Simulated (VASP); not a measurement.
# Fe (P6_3/mmc) in VASP: notebook

Runs on Fe. Level: LDA. Tasks: single point.

Everything below comes from runs of VASP 6.6.1. Logs are shortened: lines on timing, memory, paths and dates and some standing lists are left out, and cuts for length are marked.

## (1) The cell of the first run

Symmetry: P6_3/mmc, No. 194, hexagonal system. Conventional cell: a = 2.434 Å, b = 2.434 Å, c = 3.842 Å, α = 90.00°, β = 90.00°, γ = 120.00°. Fe (site symmetry -6m2) has 12 Fe at 2.38 to 2.43 Å within 3.1 Å.

## (2) Single point, LDA

The input, INCAR:

```
SYSTEM = Fe
PREC     = Accurate       ! precision mode
ENCUT    = 520            ! plane-wave cutoff, eV
EDIFF    = 1E-6           ! SCF threshold, eV
ISMEAR   = 0              ! smearing method
SIGMA    = 0.05           ! smearing width, eV
LREAL    = .False.        ! projectors in reciprocal space
LASPH    = .True.         ! aspherical terms in the spheres
NELM     = 80             ! most SCF steps
ALGO     = Fast           ! electronic algorithm
ISIF     = 2              ! what is computed and relaxed
LWAVE    = .False.        ! write WAVECAR
LCHARG   = .False.        ! write CHGCAR
GGA      = CA             ! functional
NBANDS   = 15             ! bands
```

The input, KPOINTS:

```
Automatic mesh
0
Gamma
  15 15 10
  0 0 0
```

The input, POSCAR:

```
Fe
1.0
    2.4341575853      0.0000000000      0.0000000000
   -1.2170787927      2.1080423057      0.0000000000
    0.0000000000      0.0000000000      3.8419344700
Fe
2
Direct
    0.3333333300      0.6666666700      0.2500000000
    0.6666666700      0.3333333300      0.7500000000
```

Potentials or basis: VASP PAW LDA potentials, release 64 (Fe).

Run with:

```sh
$ cat potpaw_LDA.64/Fe/POTCAR > POTCAR
$ mpirun -np 1 vasp_std > vasp.out
```

OUTCAR:

```text
SYSTEM = Fe
   PREC = Accurate
   ENCUT = 520
   EDIFF = 1E-6
   ISMEAR = 0
   LREAL = .False.
   LASPH = .True.
   NELM = 80
   ISIF = 2
   GGA = CA

 ion  position               nearest neighbor table
   1  0.333  0.667  0.250-   2 2.38   2 2.38   2 2.38   2 2.38   2 2.38   2 2.38
   2  0.667  0.333  0.750-   1 2.38   1 2.38   1 2.38   1 2.38   1 2.38   1 2.38

  LATTYP: Found a hexagonal cell.
 ALAT       =     2.4341575853
 C/A-ratio  =     1.5783425417

  Lattice vectors:

 A1 = (   2.4341575853,   0.0000000000,   0.0000000000)
 A2 = (  -1.2170787927,   2.1080423057,   0.0000000000)
 A3 = (   0.0000000000,   0.0000000000,   3.8419344700)

Analysis of symmetry for initial positions (statically):
=====================================================================
 Subroutine PRICEL returns:
 Original cell was already a primitive cell.

 Routine SETGRP: Setting up the symmetry group for a
 hexagonal supercell.

 Subroutine GETGRP returns: Found 24 space group operations
 (whereof 12 operations were pure point group operations)
 out of a pool of 24 trial point group operations.

The static configuration has the point symmetry D_3d.
 The point group associated with its full space group is D_6h.

Analysis of symmetry for dynamics (positions and initial velocities):
=====================================================================
 Subroutine PRICEL returns:
 Original cell was already a primitive cell.

 Routine SETGRP: Setting up the symmetry group for a
 hexagonal supercell.

 Subroutine GETGRP returns: Found 24 space group operations
 (whereof 12 operations were pure point group operations)
 out of a pool of 24 trial point group operations.

The dynamic configuration has the point symmetry D_3d.
 The point group associated with its full space group is D_6h.

 Subroutine INISYM returns: Found 24 space group operations
 (whereof 12 operations are pure point group operations),
 and found     1 'primitive' translations

----------------------------------------------------------------------------------------

                                     Primitive cell

  volume of cell :      19.7141

  direct lattice vectors                    reciprocal lattice vectors
     2.434157585  0.000000000  0.000000000     0.410819746  0.237186891  0.000000000
    -1.217078793  2.108042306  0.000000000     0.000000000  0.474373781  0.000000000
     0.000000000  0.000000000  3.841934470     0.000000000  0.000000000  0.260285543

  length of vectors
     2.434157585  2.434157585  3.841934470     0.474373781  0.474373781  0.260285543

  position of ions in fractional coordinates (direct lattice)
     0.333333330  0.666666670  0.250000000
     0.666666670  0.333333330  0.750000000

  ion indices of the primitive-cell ions
   primitive index   ion index
                 1           1
                 2           2

----------------------------------------------------------------------------------------

 KPOINTS: Automatic mesh

Automatic generation of k-mesh.
 Grid dimensions read from file:
 generate k-points for:   15   15   10

 Generating k-lattice:

  Cartesian coordinates                     Fractional coordinates (reciprocal lattice)
     0.027387983  0.015812459  0.000000000     0.066666667 -0.000000000  0.000000000
     0.000000000  0.031624919  0.000000000     0.000000000  0.066666667  0.000000000
     0.000000000  0.000000000  0.026028554     0.000000000  0.000000000  0.100000000

  Length of vectors
     0.031624919  0.031624919  0.026028554

  Shift w.r.t. Gamma in fractional coordinates (k-lattice)
     0.000000000  0.000000000  0.000000000

 Subroutine IBZKPT returns following result:
 ===========================================

 Found    162 irreducible k-points:

 Following reciprocal coordinates:
            Coordinates               Weight
  0.000000  0.000000  0.000000      1.000000
  0.066667  0.000000  0.000000      6.000000
  0.133333  0.000000  0.000000      6.000000
  0.200000  0.000000  0.000000      6.000000
  0.266667  0.000000  0.000000      6.000000
  0.333333  0.000000  0.000000      6.000000
[... 16 lines left out ...]
  0.333333  0.200000  0.000000     12.000000
  0.400000  0.200000  0.000000      6.000000
 [... further k-points ...]
   k-points           NKPTS =    162   k-points in BZ     NKDIM =    162   number of bands    NBANDS=     15
   number of dos      NEDOS =    301   number of ions     NIONS =      2
   total plane-waves  NPLWV =   9720
   dimension x,y,z NGX =    18 NGY =   18 NGZ =   30
   dimension x,y,z NGXF=    36 NGYF=   36 NGZF=   60
   ions per type =               2
   NGX,Y,Z   is equivalent  to a cutoff of  12.29, 12.29, 12.98 a.u.
   NGXF,Y,Z  is equivalent  to a cutoff of  24.59, 24.59, 25.96 a.u.
 SYSTEM =  Fe
   PREC   = accura    normal or accurate (medium, high low for compatibility)
   ISTART =      0    job   : 0-new  1-cont  2-samecut
   ICHARG =      2    charge: 1-file 2-atom 10-const
   ISPIN  =      1    spin polarized calculation?
   LNONCOLLINEAR =      F non collinear calculations
   LSORBIT =      F    spin-orbit coupling
   LASPH  =      T    aspherical Exc in radial PAW
   ENCUT  =  520.0 eV  38.22 Ry    6.18 a.u.   4.53  4.53  7.14*2*pi/ulx,y,z
   NELM   =     80;   NELMIN=  2; NELMDL= -5     # of ELM steps
   EDIFF  = 0.1E-05   stopping-criterion for ELM
   LREAL  =      F    real-space projection
   EDIFFG = 0.1E-04   stopping-criterion for IOM
   NSW    =      0    number of steps for IOM
   IBRION =     -1    ionic relax: 0-MD 1-quasi-New 2-CG
   NFREE  =      0    steps in history (QN), initial steepest desc. (CG)
   ISIF   =      2    stress and relaxation
   ISYM   =      2    0-nonsym 1-usesym 2-fastsym
   POTIM  = 0.5000    time-step for ionic-motion
   TEBEG  =    0.0;   TEEND  =   0.0 temperature during run
   PSTRESS=    0.0 pullay stress
   NELECT =      16.0000    total number of electrons
   NUPDOWN=      -1.0000    fix difference up-down
   EMIN   =  10.00;   EMAX   =-10.00  energy-range for DOS
   EFERMI =   0.00;   METHOD = LEGACY
   ISMEAR =     0;   SIGMA  =   0.05  broadening in eV -4-tet -1-fermi 0-gaus
   EFERMI_NEDOS =   21; number of points for ismear=-14 and -15
   IALGO  =     68    algorithm
   IMIX   =      4    mixing-type and parameters
     AMIX     =   0.40;   BMIX     =  1.00
     AMIX_MAG =   1.60;   BMIX_MAG =  1.00
  volume/ion in A,a.u.               =       9.86        66.52
  Fermi-wavevector in a.u.,A,eV,Ry     =   1.527058  2.885721 31.727505  2.331906
  Thomas-Fermi vector in A             =   2.635006
   LORBIT       =      0    0 simple, 1 ext, 2 COOP (PROOUT), +10 PAW based schemes
   GGA     = CA    functional components
   LHFCALC =     F    Hartree Fock is set to
   AEXX    =    0.0000 exact exchange contribution
   IVDW    =     0    specifies the selected vdW correction
   LEPSILON=     F    determine dielectric tensor
   LRPA    =     F    only Hartree local field effects (RPA)
 non-spin polarized calculation
 RMM-DIIS sequential band-by-band and
 Gauss-broadening in eV      SIGMA  =   0.05
  energy-cutoff  :      520.00
  volume of cell :       19.71
 maximum number of plane-waves:       548
 NGX is ok and might be reduce to    18
   NGX =  9   NGY =  9   NGZ = 15

 number of electron      16.0000009 magnetization

 Free energy of the ion-electron system (eV)
  ---------------------------------------------------
  ext. energy  EPLUGINS =         0.00000000
  ---------------------------------------------------
  free energy    TOTEN  =       -18.80186993 eV

  energy without entropy =      -18.79810318  energy(sigma->0) =      -18.79998655

 E-fermi :   7.1494     XC(G=0): -14.2670

 val. band max:        7.1415193063   @ k =   0.2000   0.0000   0.3000
 cond. band min:       7.1511019972   @ k =   0.3333   0.0667   0.3000
 fundamental gap:      0.0095826910
 Fermi energy:         7.1494180697

 k-point     1 :       0.0000    0.0000    0.0000
  band No.  band energies     occupation
      1      -1.9047      2.00000
      2       2.0071      2.00000
      3       5.4023      2.00000
      4       5.4023      2.00000
      5       5.5469      2.00000
      6       5.8976      2.00000
      7       5.8976      2.00000
      8       6.2512      2.00000
      9       6.2512      2.00000
     10       7.7926      0.00000
     11       7.9056      0.00000
     12       7.9056      0.00000
     13      16.3064      0.00000
     14      29.3953      0.00000
     15      33.1295      0.00000

 k-point     2 :       0.0667    0.0000    0.0000
  band No.  band energies     occupation
      1      -1.7351      2.00000
      2       2.1184      2.00000
      3       5.1746      2.00000
      4       5.5002      2.00000
      5       5.7351      2.00000
      6       5.8509      2.00000
      7       5.9832      2.00000
      8       6.1237      2.00000
      9       6.1834      2.00000
     10       6.7776      2.00000
     11       7.9388      0.00000
     12       9.1421      0.00000
     13      16.3135      0.00000
     14      28.7422      0.00000
     15      31.3209      0.00000

 k-point     3 :       0.1333    0.0000    0.0000
  band No.  band energies     occupation
      1      -1.2399      2.00000
      2       2.4168      2.00000
      3       4.8386      2.00000
      4       5.4582      2.00000
      5       5.6932      2.00000
      6       5.7838      2.00000
      7       6.0064      2.00000
      8       6.0331      2.00000
      9       6.2298      2.00000
     10       6.3073      2.00000
     11       8.0184      0.00000
     12      10.5657      0.00000
     13      16.3418      0.00000
     14      26.4757      0.00000
     15      30.0676      0.00000
[... 343 lines left out ...]
 k-point    23 :       0.3333    0.2000    0.0000
  band No.  band energies     occupation
      1       2.9548      2.00000
      2       3.0145      2.00000
      3       3.1152      2.00000
      4       4.0830      2.00000
      5       4.9184      2.00000
      6       5.4355      2.00000
      7       6.1070      2.00000
      8       7.5327      0.00000
      9       8.1022      0.00000
     10       8.1189      0.00000
     11      10.3958      0.00000
     12      14.3330      0.00000
     13      17.9572      0.00000
     14      19.1314      0.00000
     15      20.0207      0.00000

 k-point    24 :       0.4000    0.2000    0.0000
  band No.  band energies     occupation
      1       2.8951      2.00000
      2       3.0397      2.00000
      3       3.1143      2.00000
      4       4.2548      2.00000
      5       4.9407      2.00000
      6       5.3375      2.00000
      7       6.1879      2.00000
      8       7.7841      0.00000
      9       8.0393      0.00000
     10       8.1167      0.00000
     11      11.3301      0.00000
     12      13.0272      0.00000
     13      17.8588      0.00000
     14      20.2181      0.00000
     15      20.4312      0.00000

 [... further k-points ...]
[... 5 lines left out ...]
  --------------------------------------------------------------------------------------
  -------------------------------------------------------------------------------------
  Total       -1.3695807     -1.3695807     -1.2436029      0.0000000      0.0000000      0.0000000
  in kB     -111.3064262   -111.3064262   -101.0681569      0.0000000      0.0000000      0.0000000
  external PRESSURE =    -107.8936697 kB  Pullay stress =       0.0000000 kB

 VOLUME and BASIS-vectors are now :
 -----------------------------------------------------------------------------
  energy-cutoff  :      520.00
  volume of cell :       19.71
      direct lattice vectors                 reciprocal lattice vectors
     2.434157585  0.000000000  0.000000000     0.410819746  0.237186891  0.000000000
    -1.217078793  2.108042306  0.000000000     0.000000000  0.474373781  0.000000000
     0.000000000  0.000000000  3.841934470     0.000000000  0.000000000  0.260285543

 POSITION                                       TOTAL-FORCE (eV/Angst)
 -----------------------------------------------------------------------------------
     -0.00000      1.40536      0.96048        -0.000000      0.000000      0.000000
      1.21708      0.70268      2.88145         0.000000      0.000000      0.000000
 -----------------------------------------------------------------------------------
    total drift:                                0.000000     -0.000000     -0.000000

  FREE ENERGIE OF THE ION-ELECTRON SYSTEM (eV)
  ---------------------------------------------------
  free  energy   TOTEN  =       -18.8018699292 eV

  energy  without entropy=      -18.7981031769  energy(sigma->0) =      -18.79998655
```

Run time: 20 s. Hardware: 1 thread of Intel Xeon 6975P-C (Granite Rapids), shared host; peak memory 0.15 GiB.

What came out:

- Free energy: -18.8019 eV
- Pressure: -10.8 GPa
- Band gap on the k mesh: zero (band 8 reaches 8.04 eV, above the bottom of band 9 at 6.17 eV)

Caveat: the run has no spin polarisation, though such a crystal can be magnetic. Spin polarisation is off, so any magnetic state and its effect on volume and gap are missing.

## (3) Single point, LDA

This run uses another cell than the first one, of 10.45 Å³/atom, 1.060 times its volume.

The input, INCAR:

```
SYSTEM = Fe
PREC = Accurate ; ENCUT = 520
EDIFF = 1E-6 ; ISMEAR = 0
SIGMA = 0.05 ; LREAL = .False.
LASPH = .True. ; NELM = 80
ALGO = Normal ; ISIF = 2
LWAVE = .False. ; LCHARG = .False.
NBANDS = 15
```

KPOINTS is that of step 2.

The input, POSCAR:

```
Fe
1.0
    2.4818982858      0.0000000000      0.0000000000
   -1.2409491429      2.1493869651      0.0000000000
    0.0000000000      0.0000000000      3.9172856485
Fe
2
Direct
    0.3333333300      0.6666666700      0.2500000000
    0.6666666700      0.3333333300      0.7500000000
```

Potentials or basis: VASP PAW LDA potentials, release 64 (Fe).

Run with:

```sh
$ cat potpaw_LDA.64/Fe/POTCAR > POTCAR
$ mpirun -np 1 vasp_std > vasp.out
```

Wall time 17 s (1 thread of Intel Xeon 6975P-C (Granite Rapids), shared host); peak memory 0.15 GiB.

Results (log left out):

```yaml
Free_energy: -18.6636 eV
Pressure: -25.8 GPa
Band_gap_on_the_k_mesh: zero (band 8 reaches 7.28 eV, above the bottom of band 9 at 5.57 eV)
```

Stress tensor (GPa, compression positive):
```
-25.89   0.00   0.00
  0.00 -25.89   0.00
  0.00   0.00 -25.74
```

Levels at points of the mesh, in eV from the Fermi level:
| k point | band 5 | band 6 | band 7 | band 8 | band 9 | band 10 | band 11 | band 12 |
| --- | --- | --- | --- | --- | --- | --- | --- | --- |
| (0.00, 0.00, 0.00) | -1.47 | -1.15 | -1.15 | -0.83 | -0.83 | 0.62 | 0.69 | 0.69 |
| (0.00, 0.00, 0.50) | -1.72 | -1.72 | -1.72 | -1.72 | 0.31 | 0.31 | 0.31 | 0.31 |

Caveat: the run has no spin polarisation, though such a crystal can be magnetic.
